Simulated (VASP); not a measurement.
# Ti3Zn (Pm-3m) in VASP: single point with LDA

Aim: the single point of Ti3Zn with LDA.

All numbers are computed with VASP 6.6.1; they aren't measurements. Logs are shortened: lines on timing, memory, paths and dates and some standing lists are left out, and cuts for length are marked.

**1. The cell of the first run**

Symmetry: Pm-3m, No. 221, cubic system. The conventional cell has a = 4.004 Å, b = 4.004 Å, c = 4.004 Å, α = 90.00°, β = 90.00°, γ = 90.00°. Within 3.7 Å of Ti (site symmetry 4/mmm) lie 8 Ti at 2.83 Å and 4 Zn at 2.83 Å. Zn (site symmetry m-3m) has 12 Ti at 2.83 Å within 3.7 Å.

**2. Single point, LDA**

File INCAR:

```
SYSTEM = Ti3Zn
PREC = Accurate ; ENCUT = 520
EDIFF = 1E-6 ; ISMEAR = 0
SIGMA = 0.05 ; LREAL = .False.
LASPH = .True. ; NELM = 100
ALGO = Normal ; ISIF = 2
LWAVE = .False. ; LCHARG = .False.
NBANDS = 32
```

File KPOINTS:

```
Automatic mesh
0
Gamma
  5 5 5
  0 0 0
```

File POSCAR:

```
Ti3Zn
1.0
    4.0037520000      0.0000000000      0.0000000000
    0.0000000000      4.0037520000      0.0000000000
    0.0000000000      0.0000000000      4.0037520000
Ti Zn
3 1
Direct
    0.0000000000      0.5000000000      0.5000000000
    0.5000000000      0.0000000000      0.5000000000
    0.5000000000      0.5000000000      0.0000000000
    0.0000000000      0.0000000000      0.0000000000
```

Potentials or basis: VASP PAW LDA potentials, release 64 (Ti_sv, Zn).

On the command line:

```sh
$ cat potpaw_LDA.64/Ti_sv/POTCAR potpaw_LDA.64/Zn/POTCAR > POTCAR
$ mpirun -np 1 vasp_std > vasp.out
```

OUTCAR:

```text
SYSTEM = Ti3Zn
   PREC = Accurate
   ENCUT = 520
   EDIFF = 1E-6
   ISMEAR = 0
   LREAL = .False.
   LASPH = .True.
   NELM = 100
   ISIF = 2

 ion  position               nearest neighbor table
   1  0.000  0.500  0.500-   2 2.83   3 2.83   4 2.83   3 2.83   4 2.83   2 2.83   4 2.83   4 2.83
                             2 2.83   3 2.83   3 2.83   2 2.83
   2  0.500  0.000  0.500-   1 2.83   3 2.83   4 2.83   3 2.83   4 2.83   1 2.83   3 2.83   3 2.83
                             1 2.83   4 2.83   4 2.83   1 2.83
   3  0.500  0.500  0.000-   1 2.83   2 2.83   4 2.83   1 2.83   2 2.83   2 2.83   4 2.83   2 2.83
                             1 2.83   4 2.83   1 2.83   4 2.83
   4  0.000  0.000  0.000-   1 2.83   2 2.83   3 2.83   1 2.83   2 2.83   1 2.83   3 2.83   1 2.83
                             2 2.83   3 2.83   2 2.83   3 2.83

  LATTYP: Found a simple cubic cell.
 ALAT       =     4.0037520000

  Lattice vectors:

 A1 = (   4.0037520000,   0.0000000000,   0.0000000000)
 A2 = (   0.0000000000,   4.0037520000,   0.0000000000)
 A3 = (   0.0000000000,   0.0000000000,   4.0037520000)

Analysis of symmetry for initial positions (statically):
=====================================================================
 Subroutine PRICEL returns:
 Original cell was already a primitive cell.

 Routine SETGRP: Setting up the symmetry group for a
 simple cubic supercell.

 Subroutine GETGRP returns: Found 48 space group operations
 (whereof 48 operations were pure point group operations)
 out of a pool of 48 trial point group operations.

The static configuration has the point symmetry O_h .

Analysis of symmetry for dynamics (positions and initial velocities):
=====================================================================
 Subroutine PRICEL returns:
 Original cell was already a primitive cell.

 Routine SETGRP: Setting up the symmetry group for a
 simple cubic supercell.

 Subroutine GETGRP returns: Found 48 space group operations
 (whereof 48 operations were pure point group operations)
 out of a pool of 48 trial point group operations.

The dynamic configuration has the point symmetry O_h .

 Subroutine INISYM returns: Found 48 space group operations
 (whereof 48 operations are pure point group operations),
 and found     1 'primitive' translations

----------------------------------------------------------------------------------------

                                     Primitive cell

  volume of cell :      64.1803

  direct lattice vectors                    reciprocal lattice vectors
     4.003752000  0.000000000  0.000000000     0.249765720  0.000000000  0.000000000
     0.000000000  4.003752000  0.000000000     0.000000000  0.249765720  0.000000000
     0.000000000  0.000000000  4.003752000     0.000000000  0.000000000  0.249765720

  length of vectors
     4.003752000  4.003752000  4.003752000     0.249765720  0.249765720  0.249765720

  position of ions in fractional coordinates (direct lattice)
     0.000000000  0.500000000  0.500000000
     0.500000000  0.000000000  0.500000000
     0.500000000  0.500000000  0.000000000
     0.000000000  0.000000000  0.000000000

  ion indices of the primitive-cell ions
   primitive index   ion index
                 1           1
                 2           2
                 3           3
                 4           4

----------------------------------------------------------------------------------------

 KPOINTS: Automatic mesh

Automatic generation of k-mesh.
 Grid dimensions read from file:
 generate k-points for:    5    5    5

 Generating k-lattice:

  Cartesian coordinates                     Fractional coordinates (reciprocal lattice)
     0.049953144  0.000000000  0.000000000     0.200000000  0.000000000  0.000000000
     0.000000000  0.049953144  0.000000000     0.000000000  0.200000000  0.000000000
     0.000000000  0.000000000  0.049953144     0.000000000  0.000000000  0.200000000

  Length of vectors
     0.049953144  0.049953144  0.049953144

  Shift w.r.t. Gamma in fractional coordinates (k-lattice)
     0.000000000  0.000000000  0.000000000

 Subroutine IBZKPT returns following result:
 ===========================================

 Found     10 irreducible k-points:

 Following reciprocal coordinates:
            Coordinates               Weight
  0.000000  0.000000  0.000000      1.000000
  0.200000  0.000000  0.000000      6.000000
  0.400000  0.000000  0.000000      6.000000
  0.200000  0.200000  0.000000     12.000000
  0.400000  0.200000  0.000000     24.000000
  0.400000  0.400000  0.000000     12.000000
  0.200000  0.200000  0.200000      8.000000
  0.400000  0.200000  0.200000     24.000000
  0.400000  0.400000  0.200000     24.000000
  0.400000  0.400000  0.400000      8.000000
   k-points           NKPTS =     10   k-points in BZ     NKDIM =     10   number of bands    NBANDS=     32
   number of dos      NEDOS =    301   number of ions     NIONS =      4
   total plane-waves  NPLWV =  27000
   dimension x,y,z NGX =    30 NGY =   30 NGZ =   30
   dimension x,y,z NGXF=    60 NGYF=   60 NGZF=   60
   ions per type =               3   1
   NGX,Y,Z   is equivalent  to a cutoff of  12.46, 12.46, 12.46 a.u.
   NGXF,Y,Z  is equivalent  to a cutoff of  24.91, 24.91, 24.91 a.u.
 SYSTEM =  Ti3Zn
   PREC   = accura    normal or accurate (medium, high low for compatibility)
   ISTART =      0    job   : 0-new  1-cont  2-samecut
   ICHARG =      2    charge: 1-file 2-atom 10-const
   ISPIN  =      1    spin polarized calculation?
   LNONCOLLINEAR =      F non collinear calculations
   LSORBIT =      F    spin-orbit coupling
   LASPH  =      T    aspherical Exc in radial PAW
   ENCUT  =  520.0 eV  38.22 Ry    6.18 a.u.   7.44  7.44  7.44*2*pi/ulx,y,z
   NELM   =    100;   NELMIN=  2; NELMDL= -5     # of ELM steps
   EDIFF  = 0.1E-05   stopping-criterion for ELM
   LREAL  =      F    real-space projection
   EDIFFG = 0.1E-04   stopping-criterion for IOM
   NSW    =      0    number of steps for IOM
   IBRION =     -1    ionic relax: 0-MD 1-quasi-New 2-CG
   NFREE  =      0    steps in history (QN), initial steepest desc. (CG)
   ISIF   =      2    stress and relaxation
   ISYM   =      2    0-nonsym 1-usesym 2-fastsym
   POTIM  = 0.5000    time-step for ionic-motion
   TEBEG  =    0.0;   TEEND  =   0.0 temperature during run
   PSTRESS=    0.0 pullay stress
   NELECT =      48.0000    total number of electrons
   NUPDOWN=      -1.0000    fix difference up-down
   EMIN   =  10.00;   EMAX   =-10.00  energy-range for DOS
   EFERMI =   0.00;   METHOD = LEGACY
   ISMEAR =     0;   SIGMA  =   0.05  broadening in eV -4-tet -1-fermi 0-gaus
   EFERMI_NEDOS =   21; number of points for ismear=-14 and -15
   IALGO  =     38    algorithm
   IMIX   =      4    mixing-type and parameters
     AMIX     =   0.40;   BMIX     =  1.00
     AMIX_MAG =   1.60;   BMIX_MAG =  1.00
  volume/ion in A,a.u.               =      16.05       108.28
  Fermi-wavevector in a.u.,A,eV,Ry     =   1.486009  2.808150 30.044690  2.208222
  Thomas-Fermi vector in A             =   2.599349
   LORBIT       =      0    0 simple, 1 ext, 2 COOP (PROOUT), +10 PAW based schemes
   GGA     = CA    functional components
   LHFCALC =     F    Hartree Fock is set to
   AEXX    =    0.0000 exact exchange contribution
   IVDW    =     0    specifies the selected vdW correction
   LEPSILON=     F    determine dielectric tensor
   LRPA    =     F    only Hartree local field effects (RPA)
 non-spin polarized calculation
 Gauss-broadening in eV      SIGMA  =   0.05
  energy-cutoff  :      520.00
  volume of cell :       64.18
 maximum number of plane-waves:      1749
 NGX is ok and might be reduce to    30
   NGX = 15   NGY = 15   NGZ = 15

 number of electron      48.0000029 magnetization

 Free energy of the ion-electron system (eV)
  ---------------------------------------------------
  ext. energy  EPLUGINS =         0.00000000
  ---------------------------------------------------
  free energy    TOTEN  =       -28.03459285 eV

  energy without entropy =      -28.02923513  energy(sigma->0) =      -28.03191399

 E-fermi :   7.0164     XC(G=0): -12.0437

 val. band max:        6.9319272809   @ k =   0.4000   0.2000   0.0000
 cond. band min:       7.0436962054   @ k =   0.4000   0.4000   0.2000
 fundamental gap:      0.1117689245
 Fermi energy:         7.0164217402

 k-point     1 :       0.0000    0.0000    0.0000
  band No.  band energies     occupation
      1     -48.8584      2.00000
      2     -48.6836      2.00000
      3     -48.6836      2.00000
      4     -25.7022      2.00000
      5     -25.7022      2.00000
      6     -25.7022      2.00000
[... 24 lines left out ...]
     31      10.2270      0.00000
     32      10.2270      0.00000

 k-point     2 :       0.2000    0.0000    0.0000
  band No.  band energies     occupation
      1     -48.8438      2.00000
      2     -48.6982      2.00000
      3     -48.6834      2.00000
      4     -25.6708      2.00000
      5     -25.6708      2.00000
      6     -25.6551      2.00000
[... 24 lines left out ...]
     31       9.8545      0.00000
     32      10.2055      0.00000

 k-point     3 :       0.4000    0.0000    0.0000
  band No.  band energies     occupation
      1     -48.8096      2.00000
      2     -48.7323      2.00000
      3     -48.6830      2.00000
      4     -25.6042      2.00000
      5     -25.6042      2.00000
      6     -25.5344      2.00000
[... 24 lines left out ...]
     31       9.2814      0.00000
     32       9.5850      0.00000

 k-point     4 :       0.2000    0.2000    0.0000
  band No.  band energies     occupation
      1     -48.8302      2.00000
      2     -48.7035      2.00000
      3     -48.6913      2.00000
      4     -25.6896      2.00000
      5     -25.6385      2.00000
      6     -25.5782      2.00000
[... 24 lines left out ...]
     31       9.9361      0.00000
     32      10.1692      0.00000

 k-point     5 :       0.4000    0.2000    0.0000
  band No.  band energies     occupation
      1     -48.7982      2.00000
      2     -48.7323      2.00000
      3     -48.6939      2.00000
      4     -25.6403      2.00000
      5     -25.5684      2.00000
      6     -25.5442      2.00000
[... 24 lines left out ...]
     31       9.4612      0.00000
     32       9.8810      0.00000

 k-point     6 :       0.4000    0.4000    0.0000
  band No.  band energies     occupation
      1     -48.7697      2.00000
      2     -48.7356      2.00000
      3     -48.7183      2.00000
      4     -25.6745      2.00000
      5     -25.6004      2.00000
      6     -25.4833      2.00000
[... 24 lines left out ...]
     31       9.5018      0.00000
     32       9.6227      0.00000

 k-point     7 :       0.2000    0.2000    0.2000
  band No.  band energies     occupation
      1     -48.8179      2.00000
      2     -48.7033      2.00000
      3     -48.7033      2.00000
      4     -25.7242      2.00000
      5     -25.5722      2.00000
      6     -25.5722      2.00000
[... 24 lines left out ...]
     31       9.6913      0.00000
     32       9.6913      0.00000

 k-point     8 :       0.4000    0.2000    0.2000
  band No.  band energies     occupation
      1     -48.7886      2.00000
      2     -48.7323      2.00000
      3     -48.7029      2.00000
      4     -25.6998      2.00000
      5     -25.5771      2.00000
      6     -25.5642      2.00000
[... 24 lines left out ...]
     31       9.4717      0.00000
     32       9.7755      0.00000

 k-point     9 :       0.4000    0.4000    0.2000
  band No.  band energies     occupation
      1     -48.7646      2.00000
      2     -48.7354      2.00000
      3     -48.7229      2.00000
      4     -25.7278      2.00000
      5     -25.6594      2.00000
      6     -25.5727      2.00000
[... 24 lines left out ...]
     31       9.5951      0.00000
     32       9.6362      0.00000

 k-point    10 :       0.4000    0.4000    0.4000
  band No.  band energies     occupation
      1     -48.7517      2.00000
      2     -48.7350      2.00000
      3     -48.7350      2.00000
      4     -25.8189      2.00000
      5     -25.6634      2.00000
      6     -25.6602      2.00000
[... 24 lines left out ...]
     31       9.6704      0.00000
     32       9.6934      0.00000

------------------------ aborting loop because EDIFF is reached ----------------------------------------

  FORCE on cell =-STRESS in cart. coord.  units (eV):
  Direction    XX          YY          ZZ          XY          YZ          ZX
  --------------------------------------------------------------------------------------
  -------------------------------------------------------------------------------------
  Total       -3.2215162     -3.2215162     -3.2215162     -0.0000000      0.0000000      0.0000000
  in kB      -80.4209856    -80.4209856    -80.4209856     -0.0000000      0.0000000      0.0000000
  external PRESSURE =     -80.4209856 kB  Pullay stress =       0.0000000 kB

 VOLUME and BASIS-vectors are now :
 -----------------------------------------------------------------------------
  energy-cutoff  :      520.00
  volume of cell :       64.18
      direct lattice vectors                 reciprocal lattice vectors
     4.003752000  0.000000000  0.000000000     0.249765720  0.000000000  0.000000000
     0.000000000  4.003752000  0.000000000     0.000000000  0.249765720  0.000000000
     0.000000000  0.000000000  4.003752000     0.000000000  0.000000000  0.249765720

 POSITION                                       TOTAL-FORCE (eV/Angst)
 -----------------------------------------------------------------------------------
      0.00000      2.00188      2.00188         0.000000      0.000000      0.000000
      2.00188      0.00000      2.00188         0.000000      0.000000      0.000000
      2.00188      2.00188      0.00000         0.000000      0.000000      0.000000
      0.00000      0.00000      0.00000         0.000000      0.000000      0.000000
 -----------------------------------------------------------------------------------
    total drift:                                0.000000      0.000000     -0.000000

  FREE ENERGIE OF THE ION-ELECTRON SYSTEM (eV)
  ---------------------------------------------------
  free  energy   TOTEN  =       -28.0345928541 eV

  energy  without entropy=      -28.0292351274  energy(sigma->0) =      -28.03191399
```

Run time: 17 s. Hardware: 1 thread of Intel Xeon Platinum 8488C (Sapphire Rapids), shared host; peak memory 0.15 GiB.

Results:

```yaml
Free_energy: -28.0346 eV
Pressure: -8.0 GPa
Band_gap_on_the_k_mesh: zero (band 24 reaches 7.10 eV, above the bottom of band 25 at 7.04 eV)
```
